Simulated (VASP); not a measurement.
Wanted: the native input for a VASP 6.6.1 run.

```
Task                   : single point
Functional             : PBEsol
Potentials or basis    : VASP PAW PBE potentials, release 64 (Nb_sv, P)
Cutoff                 : 520 eV
k mesh                 : 10 × 10 × 10
Occupations            : gaussian, width 0.05 eV
Spin                   : no spin polarisation
Dipole correction      : no
Further INCAR settings : ALGO = Normal; EDIFF = 1e-06; NBANDS = 16
```

The structure of NbP lies in POSCAR:

```
NbP
1.0
    0.0000000000      2.7817070584      2.7817070584
    2.7817070584      0.0000000000      2.7817070584
    2.7817070584      2.7817070584      0.0000000000
Nb P
1 1
Direct
    0.0000000000      0.0000000000      0.0000000000
    0.2500000000      0.2500000000      0.2500000000
```

This cell differs from its parent crystal: volume scaled by 1.020.

The input as run:

INCAR

```
PREC     = Accurate       # precision mode
ENCUT    = 520            # plane-wave cutoff, eV
EDIFF    = 1E-6           # SCF threshold, eV
ISMEAR   = 0              # smearing method
SIGMA    = 0.05           # smearing width, eV
LREAL    = F              # projectors in reciprocal space
LASPH    = T              # aspherical terms in the spheres
NELM     = 60             # most SCF steps
ALGO     = Normal         # electronic algorithm
ISIF     = 2              # what is computed and relaxed
LWAVE    = F              # write WAVECAR
LCHARG   = F              # write CHGCAR
GGA      = PS             # functional
NBANDS   = 16             # bands
```

KPOINTS

```
regular mesh
0
Gamma
  10 10 10
```

Potentials or basis: VASP PAW PBE potentials, release 64 (Nb_sv, P).

Command:

```console
$ cat potpaw_PBE.64/Nb_sv/POTCAR potpaw_PBE.64/P/POTCAR > POTCAR
$ mpirun -np 1 vasp_std > vasp.out
```

It gave:

The pressure is -2.3 GPa and the band gap on the k mesh is zero (band 9 reaches 7.49 eV, above the bottom of band 10 at 6.85 eV).

Caveat: the PAW data sets were made with another functional, which shifts forces and pressure a little.

Wall time 28 s on 1 thread of Intel(R) Xeon(R) 6975P-C (Granite Rapids), with other jobs on the host, peak memory 0.18 GiB.
